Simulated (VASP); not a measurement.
A run of VASP 6.6.1 is set up as follows.

INCAR

```
SYSTEM = CoO
ALGO = Normal ; EDIFF = 1E-7
ENCUT = 520 ; GGA = PE
ISIF = 2 ; ISMEAR = 0
ISPIN = 2 ; LASPH = .True.
LCHARG = .False. ; LMAXMIX = 4
LORBIT = 11 ; LREAL = .False.
LWAVE = .False. ; MAGMOM = 3 0
NBANDS = 18 ; NELM = 150
PREC = Accurate ; SIGMA = 0.05
```

File KPOINTS:

```
k-points
0
Gamma
  14 14 14
  0 0 0
```

POSCAR

```
CoO
1.0
   -1.5080000000      1.5080000000      2.1072475377
    1.5080000000     -1.5080000000      2.1072475377
    1.5080000000      1.5080000000     -2.1072475377
Co O
1 1
Direct
    0.0000000000      0.0000000000      0.0000000000
    0.5000000000      0.5000000000      0.0000000000
```

Potentials or basis: VASP PAW PBE potentials, release 64 (Co, O).

Run with:

```console
$ cat potpaw_PBE.64/Co/POTCAR potpaw_PBE.64/O/POTCAR > POTCAR
$ mpirun -np 1 vasp_std > vasp.out
```

Problem. What does it give for the net moment?

Solution. 2.92 μB per cell.

Problem. Predict the pressure.

Solution. -0.5 GPa.

Problem. Estimate the site moments.

Solution. Co +2.56; O +0.30 μB.

Stress tensor (GPa, compression positive):
```
-0.53  0.00  0.00
 0.00 -0.53  0.00
 0.00  0.00 -0.45
```

Caveat: a cell with one magnetic atom can't hold antiferromagnetic order, which such compounds often take.
